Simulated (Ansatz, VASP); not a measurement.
In: VASP beside Ansatz

```
In
1.0
    -1.86968    1.86968    1.86968
     1.86968   -1.86968    1.86968
     1.86968    1.86968   -1.86968
In
1
Direct
  0.00000 0.00000 0.00000
```

Alike in both runs: task relaxation of cell and atoms; functional PBE; k mesh 12 × 12 × 12; occupations fermi-dirac, width 0.1 eV; no spin polarisation.

```csv
,VASP,Ansatz
version,VASP 6.6.1,Ansatz 0.2.0
potentials or method,"VASP PAW PBE potentials, release 64 (In_d), cutoff 600 eV","plane waves (420 eV) with PAW, scalar-relativistic"
valence electrons in the cell,13,13
```

```csv
,VASP,Ansatz,Ansatz less VASP
relaxed volume (Å³/atom),27.82,27.80,-0.026
relaxed cell length with the largest relative difference (Å),3.306,3.305,-0.0010
```
